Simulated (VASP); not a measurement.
The system is Ti.

```
CELL_PARAMETERS angstrom
2.19435 -3.71902 0.00000
2.19435 3.71902 0.00000
0.00000 0.00000 4.39454
ATOMIC_POSITIONS crystal
Ti 0.15250 0.84750 0.07850
Ti 0.65250 0.34750 0.42150
Ti 0.84750 0.15250 0.92150
Ti 0.34750 0.65250 0.57850
```

| Item | Value |
| --- | --- |
| Program | VASP 6.6.1 |
| Task | relaxation of cell and atoms |
| Functional | PBE |
| Potentials or basis | VASP PAW PBE potentials, release 64 (Ti_sv) |
| Cutoff | 600 eV |
| k mesh | 4 × 4 × 4 |
| Occupations | gaussian, width 0.1 eV |
| Spin | no spin polarisation |

At the start: pressure 9.6 GPa; volume 17.93 Å³/atom.

Problem. Where does the relaxation end?

Solution. Over 31 steps the energy falls by 905.9 meV/atom and the volume is 18.58 Å³/atom (+3.6 %); space group Cmce (No. 64, to 0.1 Å) before, Fmmm (No. 69, to 0.1 Å).

Step by step:
| step | energy change (eV) | largest force (eV/Å) | pressure (GPa) | volume (Å³) |
| --- | --- | --- | --- | --- |
| 1 | 0.0000 | 0.3805 | 9.55 | 71.73 |
| 2 | -0.6950 | 0.9550 | -2.15 | 83.22 |
| 3 | -0.7349 | 1.1673 | -7.24 | 90.61 |
| 4 | -1.2053 | 1.4887 | -9.00 | 92.50 |
| 5 | -2.0935 | 1.5516 | -11.02 | 95.54 |
| 6 | -2.8601 | 1.1583 | -2.64 | 83.80 |
| 7 | -2.8731 | 1.1343 | -0.65 | 82.05 |
| 8 | -3.1769 | 0.9233 | -0.94 | 80.57 |
| 9 | -3.4321 | 0.9669 | -0.56 | 77.93 |
| 10 | -3.4384 | 1.0277 | -0.26 | 77.36 |
| 11 | -3.5507 | 0.4474 | -1.95 | 76.36 |
| 12 | -3.5574 | 0.4074 | -2.33 | 76.03 |
| 13 | -3.5913 | 0.1468 | 1.27 | 72.91 |
| 14 | -3.5920 | 0.1785 | 0.84 | 73.27 |
| 15 | -3.5994 | 0.0905 | 0.10 | 73.80 |
| 16 | -3.5997 | 0.0982 | -0.03 | 73.91 |
| 17 | -3.6017 | 0.0377 | 0.14 | 73.98 |
| 18 | -3.6021 | 0.0555 | 0.24 | 74.02 |
| 19 | -3.6037 | 0.0409 | -0.13 | 74.40 |
| 20 | -3.6045 | 0.0243 | -0.67 | 74.93 |
| 21 | -3.6054 | 0.0314 | -0.67 | 74.93 |
| 22 | -3.6076 | 0.0626 | -0.56 | 74.93 |
| 23 | -3.6108 | 0.1368 | -0.35 | 74.91 |
| 24 | -3.6097 | 0.2995 | 0.16 | 74.79 |
| 25 | -3.6117 | 0.1955 | -0.16 | 74.88 |
| 26 | -3.6143 | 0.1763 | -0.17 | 74.81 |
| 27 | -3.6198 | 0.1210 | -0.11 | 74.59 |
| 28 | -3.6190 | 0.0305 | 0.12 | 74.01 |
| 29 | -3.6215 | 0.0751 | -0.01 | 74.35 |
| 30 | -3.6232 | 0.0393 | -0.09 | 74.33 |
| 31 | -3.6236 | 0.0175 | -0.14 | 74.32 |

Final structure:
```cif
data_structure
_symmetry_space_group_name_H-M 'P 1'
_symmetry_Int_Tables_number 1
_cell_length_a 5.2330
_cell_length_b 5.2330
_cell_length_c 4.0377
_cell_angle_alpha 90.000
_cell_angle_beta 90.000
_cell_angle_gamma 137.767
_cell_volume 74.32
loop_
_atom_site_label
_atom_site_type_symbol
_atom_site_fract_x
_atom_site_fract_y
_atom_site_fract_z
_atom_site_occupancy
Ti1 Ti 0.14996 0.85004 0.00003 1
Ti2 Ti 0.64996 0.35004 0.49997 1
Ti3 Ti 0.85004 0.14996 0.99997 1
Ti4 Ti 0.35004 0.64996 0.50003 1
```

Caveat: the k points lie up to 0.45 Å⁻¹ apart in the final cell; a cell axis changed by over 15 % at a fixed basis, so the end point is rough.
